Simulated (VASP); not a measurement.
Write the native input for VASP 6.6.1 that does the following.

- Task: single point
- Functional: HSE06
- Potentials or basis: VASP PAW PBE potentials, release 64 (Mg, O)
- Cutoff: 520 eV
- k mesh: 6 × 6 × 2
- Occupations: gaussian, width 0.01 eV
- Spin: no spin polarisation
- Dipole correction: no
- Grid for exact exchange (PRECFOCK): Normal
- Further INCAR settings: ALGO = Normal; EDIFF = 1e-06; NBANDS = 16; ISYM = 0
- Screening parameter: 0.2079 1/Å

Crystal: MgO.

```xyz
4
Lattice="3.2882 0.0000 0.0000 -1.6441 2.8477 0.0000 0.0000 0.0000 5.0344" Properties=species:S:1:pos:R:3 pbc="T T T"
Mg    0.0000    1.8985   -0.0495
Mg    1.6441    0.9492    2.4677
O     0.0000    1.8985    1.9374
O     1.6441    0.9492    4.4546
```

The input as run:

POSCAR

```
MgO
1.0
    3.2882172536      0.0000000000      0.0000000000
   -1.6441086268      2.8476796748      0.0000000000
    0.0000000000      0.0000000000      5.0343661375
Mg O
2 2
Direct
    0.3333333333      0.6666666667     -0.0098385294
    0.6666666667      0.3333333333      0.4901614706
    0.3333333333      0.6666666667      0.3848385294
    0.6666666667      0.3333333333      0.8848385294
```

INCAR.step1

```
PREC     = Accurate       # precision mode
ENCUT    = 520            # plane-wave cutoff, eV
EDIFF    = 1E-5           # SCF threshold, eV
ISMEAR   = 0              # smearing method
SIGMA    = 0.01           # smearing width, eV
LREAL    = F              # projectors in reciprocal space
LASPH    = T              # aspherical terms in the spheres
NELM     = 100            # most SCF steps
ALGO     = Normal         # electronic algorithm
ISIF     = 2              # what is computed and relaxed
LWAVE    = T              # write WAVECAR
NBANDS   = 16             # bands
GGA      = PE             # functional
ISYM     = 0            
LUSENCCL = F
```

INCAR.step2

```
PREC     = Accurate       # precision mode
ENCUT    = 520            # plane-wave cutoff, eV
EDIFF    = 1E-6           # SCF threshold, eV
ISMEAR   = 0              # smearing method
SIGMA    = 0.01           # smearing width, eV
LREAL    = F              # projectors in reciprocal space
LASPH    = T              # aspherical terms in the spheres
NELM     = 100            # most SCF steps
ALGO     = Normal         # electronic algorithm
ISIF     = 2              # what is computed and relaxed
LWAVE    = F              # write WAVECAR
LCHARG   = T              # write CHGCAR
GGA      = PE             # functional
LHFCALC  = T              # exact exchange
HFSCREEN = 0.2079         # screening, 1/A
PRECFOCK = Normal       
LELF     = T              # ELF
LVHAR    = T            
NBANDS   = 16             # bands
ISTART   = 1            
ISYM     = 0            
LUSENCCL = F
```

KPOINTS

```
regular mesh
0
Gamma
  6 6 2
```

Potentials or basis: VASP PAW PBE potentials, release 64 (Mg, O).

Launch:

```bash
$ cat potpaw_PBE.64/Mg/POTCAR potpaw_PBE.64/O/POTCAR > POTCAR
$ cp INCAR.step1 INCAR
$ mpirun -np 1 vasp_std > vasp.out
$ cp INCAR.step2 INCAR
$ mpirun -np 1 vasp_std > vasp.out
```

Results of the run:

The pressure is -0.1 GPa and the largest force is 0.005 eV/Å. The band gap on the k mesh is 5.14 eV, direct.

Caveat: the k points lie up to 0.62 Å⁻¹ apart; the PAW data sets were made with another functional, which shifts forces and pressure a little.

It took 16 min on 1 × NVIDIA H100 80GB with 1 thread of AMD EPYC 7R13 Processor (Zen 3), with other jobs on the host, peak memory 1.2 GiB.
